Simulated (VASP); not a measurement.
# SrO (Fm-3m) in VASP: a series of runs

SrO is run at these levels: PBEsol; tasks: single point, relaxation of cell and atoms.

All numbers are computed with VASP 6.6.1; they aren't measurements. Logs are shortened: lines on timing, memory, paths and dates and some standing lists are left out, and cuts for length are marked.

### 1 The cell of the first run

Symmetry: Fm-3m, No. 225, cubic system. The conventional cell has a = 5.123 Å, b = 5.123 Å, c = 5.123 Å, α = 90.00°, β = 90.00°, γ = 90.00°. Within 3.4 Å of Sr (site symmetry m-3m) lie 6 O at 2.56 Å. O (site symmetry m-3m) has 6 Sr at 2.56 Å within 3.4 Å.

### 2 Single point, PBEsol

INCAR

```
PREC = Accurate
ENCUT = 520
EDIFF = 1E-7
ISMEAR = -1
SIGMA = 0.1
LREAL = F
LASPH = T
NELM = 80
ALGO = Normal
ISIF = 2
LWAVE = F
LCHARG = F
GGA = PS
NBANDS = 15
```

KPOINTS

```
Automatic mesh
0
Gamma
  12 12 12
```

POSCAR

```
SrO
1.0
    0.0000000000      2.5614439497      2.5614439497
    2.5614439497      0.0000000000      2.5614439497
    2.5614439497      2.5614439497      0.0000000000
Sr O
1 1
Direct
    0.5000000000      0.5000000000      0.5000000000
    0.0000000000      0.0000000000      0.0000000000
```

Potentials or basis: VASP PAW PBE potentials, release 64 (Sr_sv, O).

Started as:

```
cat potpaw_PBE.64/Sr_sv/POTCAR potpaw_PBE.64/O/POTCAR > POTCAR
mpirun -np 1 vasp_std > vasp.out
```

OUTCAR:

```text
PREC = Accurate
   ENCUT = 520
   EDIFF = 1E-7
   ISMEAR = -1
   LREAL = F
   LASPH = T
   NELM = 80
   ISIF = 2
   GGA = PS

 ion  position               nearest neighbor table
   1  0.500  0.500  0.500-   2 2.56   2 2.56   2 2.56   2 2.56   2 2.56   2 2.56
   2  0.000  0.000  0.000-   1 2.56   1 2.56   1 2.56   1 2.56   1 2.56   1 2.56

  LATTYP: Found a face centered cubic cell.
 ALAT       =     5.1228878994

  Lattice vectors:

 A1 = (   0.0000000000,   2.5614439497,   2.5614439497)
 A2 = (   2.5614439497,   0.0000000000,   2.5614439497)
 A3 = (   2.5614439497,   2.5614439497,   0.0000000000)

Analysis of symmetry for initial positions (statically):
=====================================================================
 Subroutine PRICEL returns:
 Original cell was already a primitive cell.

 Routine SETGRP: Setting up the symmetry group for a
 face centered cubic supercell.

 Subroutine GETGRP returns: Found 48 space group operations
 (whereof 48 operations were pure point group operations)
 out of a pool of 48 trial point group operations.

The static configuration has the point symmetry O_h .

Analysis of symmetry for dynamics (positions and initial velocities):
=====================================================================
 Subroutine PRICEL returns:
 Original cell was already a primitive cell.

 Routine SETGRP: Setting up the symmetry group for a
 face centered cubic supercell.

 Subroutine GETGRP returns: Found 48 space group operations
 (whereof 48 operations were pure point group operations)
 out of a pool of 48 trial point group operations.

The dynamic configuration has the point symmetry O_h .

 Subroutine INISYM returns: Found 48 space group operations
 (whereof 48 operations are pure point group operations),
 and found     1 'primitive' translations

----------------------------------------------------------------------------------------

                                     Primitive cell

  volume of cell :      33.6112

  direct lattice vectors                    reciprocal lattice vectors
     0.000000000  2.561443950  2.561443950    -0.195202397  0.195202397  0.195202397
     2.561443950  0.000000000  2.561443950     0.195202397 -0.195202397  0.195202397
     2.561443950  2.561443950  0.000000000     0.195202397  0.195202397 -0.195202397

  length of vectors
     3.622428773  3.622428773  3.622428773     0.338100470  0.338100470  0.338100470

  position of ions in fractional coordinates (direct lattice)
     0.500000000  0.500000000  0.500000000
     0.000000000  0.000000000  0.000000000

  ion indices of the primitive-cell ions
   primitive index   ion index
                 1           1
                 2           2

----------------------------------------------------------------------------------------

 KPOINTS: Automatic mesh

Automatic generation of k-mesh.
 Grid dimensions read from file:
 generate k-points for:   12   12   12

 Generating k-lattice:

  Cartesian coordinates                     Fractional coordinates (reciprocal lattice)
    -0.016266866  0.016266866  0.016266866     0.083333333  0.000000000  0.000000000
     0.016266866 -0.016266866  0.016266866     0.000000000  0.083333333  0.000000000
     0.016266866  0.016266866 -0.016266866     0.000000000  0.000000000  0.083333333

  Length of vectors
     0.028175039  0.028175039  0.028175039

  Shift w.r.t. Gamma in fractional coordinates (k-lattice)
     0.000000000  0.000000000  0.000000000

 Subroutine IBZKPT returns following result:
 ===========================================

 Found     72 irreducible k-points:

 Following reciprocal coordinates:
            Coordinates               Weight
  0.000000  0.000000  0.000000      1.000000
  0.083333  0.000000  0.000000      8.000000
  0.166667  0.000000  0.000000      8.000000
  0.250000  0.000000  0.000000      8.000000
  0.333333  0.000000  0.000000      8.000000
  0.416667  0.000000  0.000000      8.000000
[... 16 lines left out ...]
  0.500000  0.166667  0.000000     24.000000
 -0.416667  0.166667  0.000000     24.000000
 [... further k-points ...]
   k-points           NKPTS =     72   k-points in BZ     NKDIM =     72   number of bands    NBANDS=     15
   number of dos      NEDOS =    301   number of ions     NIONS =      2
   total plane-waves  NPLWV =  21952
   dimension x,y,z NGX =    28 NGY =   28 NGZ =   28
   dimension x,y,z NGXF=    56 NGYF=   56 NGZF=   56
   ions per type =               1   1
   NGX,Y,Z   is equivalent  to a cutoff of  12.85, 12.85, 12.85 a.u.
   NGXF,Y,Z  is equivalent  to a cutoff of  25.70, 25.70, 25.70 a.u.
 SYSTEM =  unknown system
   PREC   = accura    normal or accurate (medium, high low for compatibility)
   ISTART =      0    job   : 0-new  1-cont  2-samecut
   ICHARG =      2    charge: 1-file 2-atom 10-const
   ISPIN  =      1    spin polarized calculation?
   LNONCOLLINEAR =      F non collinear calculations
   LSORBIT =      F    spin-orbit coupling
   LASPH  =      T    aspherical Exc in radial PAW
   ENCUT  =  520.0 eV  38.22 Ry    6.18 a.u.   6.74  6.74  6.74*2*pi/ulx,y,z
   NELM   =     80;   NELMIN=  2; NELMDL= -5     # of ELM steps
   EDIFF  = 0.1E-06   stopping-criterion for ELM
   LREAL  =      F    real-space projection
   EDIFFG = 0.1E-05   stopping-criterion for IOM
   NSW    =      0    number of steps for IOM
   IBRION =     -1    ionic relax: 0-MD 1-quasi-New 2-CG
   NFREE  =      0    steps in history (QN), initial steepest desc. (CG)
   ISIF   =      2    stress and relaxation
   ISYM   =      2    0-nonsym 1-usesym 2-fastsym
   POTIM  = 0.5000    time-step for ionic-motion
   TEBEG  =    0.0;   TEEND  =   0.0 temperature during run
   PSTRESS=    0.0 pullay stress
   NELECT =      16.0000    total number of electrons
   NUPDOWN=      -1.0000    fix difference up-down
   EMIN   =  10.00;   EMAX   =-10.00  energy-range for DOS
   EFERMI =   0.00;   METHOD = LEGACY
   ISMEAR =    -1;   SIGMA  =   0.10  broadening in eV -4-tet -1-fermi 0-gaus
   EFERMI_NEDOS =   21; number of points for ismear=-14 and -15
   IALGO  =     38    algorithm
   IMIX   =      4    mixing-type and parameters
     AMIX     =   0.40;   BMIX     =  1.00
     AMIX_MAG =   1.60;   BMIX_MAG =  1.00
  volume/ion in A,a.u.               =      16.81       113.41
  Fermi-wavevector in a.u.,A,eV,Ry     =   1.278262  2.415565 22.231300  1.633954
  Thomas-Fermi vector in A             =   2.410815
   LORBIT       =      0    0 simple, 1 ext, 2 COOP (PROOUT), +10 PAW based schemes
   GGA     = PS    functional components
   LHFCALC =     F    Hartree Fock is set to
   AEXX    =    0.0000 exact exchange contribution
   IVDW    =     0    specifies the selected vdW correction
   LEPSILON=     F    determine dielectric tensor
   LRPA    =     F    only Hartree local field effects (RPA)
 non-spin polarized calculation
  energy-cutoff  :      520.00
  volume of cell :       33.61
 maximum number of plane-waves:       934
   NGX = 13   NGY = 13   NGZ = 13

 number of electron      15.9999996 magnetization

 Free energy of the ion-electron system (eV)
  ---------------------------------------------------
  ext. energy  EPLUGINS =         0.00000000
  ---------------------------------------------------
  free energy    TOTEN  =       -12.63918856 eV

  energy without entropy =      -12.63918854  energy(sigma->0) =      -12.63918855

 E-fermi :   3.2511     XC(G=0): -10.3308

 val. band max:        1.5415746907   @ k =   0.0000   0.0000   0.0000
 cond. band min:       4.6887525322   @ k =   0.5000   0.5000   0.0000
 fundamental gap:      3.1471778415
 Fermi energy:         3.2511096416

 k-point     1 :       0.0000    0.0000    0.0000
  band No.  band energies     occupation
      1     -30.6571      2.00000
      2     -13.4702      2.00000
      3     -12.2978      2.00000
      4     -12.2978      2.00000
      5     -12.2978      2.00000
      6       1.5416      2.00000
      7       1.5416      2.00000
      8       1.5416      2.00000
      9       5.4433      0.00000
     10       7.7269      0.00000
     11       7.7269      0.00000
     12       7.7269      0.00000
     13       9.9475      0.00000
     14       9.9475      0.00000
     15      14.0795      0.00000

 k-point     2 :       0.0833    0.0000    0.0000
  band No.  band energies     occupation
      1     -30.6474      2.00000
      2     -13.6575      2.00000
      3     -12.3037      2.00000
      4     -12.3037      2.00000
      5     -12.1348      2.00000
      6       1.3108      2.00000
      7       1.4460      2.00000
      8       1.4460      2.00000
      9       5.7828      0.00000
     10       7.6382      0.00000
     11       7.8679      0.00000
     12       7.8679      0.00000
     13      10.1396      0.00000
     14      10.1396      0.00000
     15      14.5617      0.00000

 k-point     3 :       0.1667    0.0000    0.0000
  band No.  band energies     occupation
      1     -30.6204      2.00000
      2     -14.0343      2.00000
      3     -12.3197      2.00000
      4     -12.3197      2.00000
      5     -11.8232      2.00000
      6       0.7891      2.00000
      7       1.2008      2.00000
      8       1.2008      2.00000
      9       6.6200      0.00000
     10       7.5083      0.00000
     11       8.2748      0.00000
     12       8.2748      0.00000
     13      10.6663      0.00000
     14      10.6663      0.00000
     15      15.7942      0.00000

 k-point     4 :       0.2500    0.0000    0.0000
  band No.  band energies     occupation
      1     -30.5833      2.00000
      2     -14.4217      2.00000
      3     -12.3413      2.00000
      4     -12.3413      2.00000
      5     -11.5254      2.00000
      6       0.2152      2.00000
      7       0.8965      2.00000
      8       0.8965      2.00000
      9       7.4896      0.00000
     10       7.7161      0.00000
     11       8.8932      0.00000
     12       8.8932      0.00000
     13      11.4154      0.00000
     14      11.4154      0.00000
     15      17.1944      0.00000
[... 307 lines left out ...]
 k-point    22 :       0.4167    0.1667    0.0000
  band No.  band energies     occupation
      1     -30.5165      2.00000
      2     -14.6592      2.00000
      3     -12.5182      2.00000
      4     -12.4767      2.00000
      5     -11.4899      2.00000
      6      -0.0819      2.00000
      7       0.6637      2.00000
      8       0.8563      2.00000
      9       6.8687      0.00000
     10       8.7785      0.00000
     11      10.5127      0.00000
     12      10.6443      0.00000
     13      12.3603      0.00000
     14      12.9287      0.00000
     15      16.6946      0.00000

 k-point    23 :       0.5000    0.1667    0.0000
  band No.  band energies     occupation
      1     -30.4971      2.00000
      2     -14.7884      2.00000
      3     -12.5830      2.00000
      4     -12.4628      2.00000
      5     -11.3995      2.00000
      6      -0.2095      2.00000
      7       0.5674      2.00000
      8       0.6322      2.00000
      9       7.4782      0.00000
     10       8.9141      0.00000
     11      10.8455      0.00000
     12      10.9859      0.00000
     13      13.1700      0.00000
     14      13.6899      0.00000
     15      15.5723      0.00000

 k-point    24 :      -0.4167    0.1667    0.0000
  band No.  band energies     occupation
      1     -30.4945      2.00000
      2     -14.8217      2.00000
      3     -12.6319      2.00000
      4     -12.4299      2.00000
      5     -11.3391      2.00000
      6      -0.3108      2.00000
      7       0.4878      2.00000
      8       0.6680      2.00000
      9       7.9910      0.00000
     10       8.6704      0.00000
     11      10.6009      0.00000
     12      11.0020      0.00000
     13      13.3381      0.00000
     14      14.1723      0.00000
     15      15.2831      0.00000

 [... further k-points ...]
[... 5 lines left out ...]
  --------------------------------------------------------------------------------------
  -------------------------------------------------------------------------------------
  Total        0.1283723      0.1283723      0.1283723      0.0000000      0.0000000      0.0000000
  in kB        6.1192393      6.1192393      6.1192393      0.0000000      0.0000000      0.0000000
  external PRESSURE =       6.1192393 kB  Pullay stress =       0.0000000 kB

 VOLUME and BASIS-vectors are now :
 -----------------------------------------------------------------------------
  energy-cutoff  :      520.00
  volume of cell :       33.61
      direct lattice vectors                 reciprocal lattice vectors
     0.000000000  2.561443950  2.561443950    -0.195202397  0.195202397  0.195202397
     2.561443950  0.000000000  2.561443950     0.195202397 -0.195202397  0.195202397
     2.561443950  2.561443950  0.000000000     0.195202397  0.195202397 -0.195202397

 POSITION                                       TOTAL-FORCE (eV/Angst)
 -----------------------------------------------------------------------------------
      2.56144      2.56144      2.56144         0.000000      0.000000      0.000000
      0.00000      0.00000      0.00000         0.000000      0.000000     -0.000000
 -----------------------------------------------------------------------------------
    total drift:                                0.000000      0.000000      0.000000

  FREE ENERGIE OF THE ION-ELECTRON SYSTEM (eV)
  ---------------------------------------------------
  free  energy   TOTEN  =       -12.6391885558 eV

  energy  without entropy=      -12.6391885377  energy(sigma->0) =      -12.63918855
```

Run time: 17 s. Hardware: 1 thread of Intel Xeon 6975P-C (Granite Rapids), shared host; peak memory 0.17 GiB.

Results:

```yaml
Free_energy: -12.6392 eV
Pressure: 0.6 GPa
Band_gap_on_the_k_mesh: 3.15 eV, indirect (least direct gap 3.23 eV)
```

Levels at points of the mesh, in eV from the valence-band top:
| k point | band 6 | band 7 | band 8 | band 9 | band 10 | band 11 |
| --- | --- | --- | --- | --- | --- | --- |
| (0.00, 0.00, 0.00) | 0.00 | 0.00 | 0.00 | 3.90 | 6.19 | 6.19 |
| (0.50, 0.00, 0.00) | -2.25 | -1.18 | -1.18 | 6.54 | 8.38 | 8.91 |
| (0.50, 0.50, 0.00) | -0.42 | -0.08 | -0.08 | 3.15 | 7.85 | 10.27 |

Caveat: the PAW data sets were made with another functional, which shifts forces and pressure a little. A k mesh can miss the band edges.

### 3 Relaxation of cell and atoms, PBEsol

This run uses another cell than the first one, of 16.90 Å³/atom, 1.006 times its volume.

INCAR

```
PREC     = Accurate       # precision mode
ENCUT    = 600            # plane-wave cutoff, eV
EDIFF    = 1E-6           # SCF threshold, eV
ISMEAR   = -1             # smearing method
SIGMA    = 0.1            # smearing width, eV
LREAL    = False          # projectors in reciprocal space
LASPH    = True           # aspherical terms in the spheres
NELM     = 80             # most SCF steps
ALGO     = Normal         # electronic algorithm
ISIF     = 3              # what is computed and relaxed
LWAVE    = False          # write WAVECAR
LCHARG   = False          # write CHGCAR
GGA      = PS             # functional
IBRION   = 2              # ionic algorithm
NSW      = 100            # ionic steps
EDIFFG   = -0.002         # ionic threshold
```

KPOINTS

```
regular mesh
0
Gamma
  12 12 12
```

POSCAR

```
SrO
1.0
    0.0000000000      2.5663000000      2.5663000000
    2.5663000000      0.0000000000      2.5663000000
    2.5663000000      2.5663000000      0.0000000000
Sr O
1 1
Direct
    0.5000000000      0.5000000000      0.5000000000
    0.0000000000      0.0000000000      0.0000000000
```

Potentials or basis: VASP PAW PBE potentials, release 64 (Sr_sv, O).

Started as:

```
cat potpaw_PBE.64/Sr_sv/POTCAR potpaw_PBE.64/O/POTCAR > POTCAR
mpirun -np 1 vasp_std > vasp.out
```

Wall time 20 s (1 thread of Intel Xeon 6975P-C (Granite Rapids), shared host); peak memory 0.2 GiB.

It converged, with:

```
Free energy             : -12.6411 eV
Pressure after relaxing : 0.0 GPa
Band gap on the k mesh  : 3.15 eV, indirect (least direct gap 3.24 eV)
```

Final structure:
```xyz
2
Lattice="0.0000 2.5663 2.5663 2.5663 0.0000 2.5663 2.5663 2.5663 0.0000" Properties=species:S:1:pos:R:3 pbc="T T T"
Sr    2.5663    2.5663    2.5663
O     0.0000    0.0000    0.0000
```

Levels at points of the mesh, in eV from the valence-band top:
```csv
k point,band 4,band 5,band 6,band 7,band 8,band 9,band 10,band 11,band 12
"(0.00, 0.00, 0.00)",-13.86,-13.86,0.00,0.00,0.00,3.86,6.17,6.17,6.17
"(0.50, 0.00, 0.00)",-13.95,-12.67,-2.24,-1.16,-1.16,6.51,8.33,8.88,8.88
"(0.50, 0.50, 0.00)",-14.25,-14.25,-0.43,-0.08,-0.08,3.15,7.80,10.23,10.27
```

Caveat: the relaxation stopped at its first step, so nothing moved; the PAW data sets were made with another functional, which shifts forces and pressure a little. A k mesh can miss the band edges.
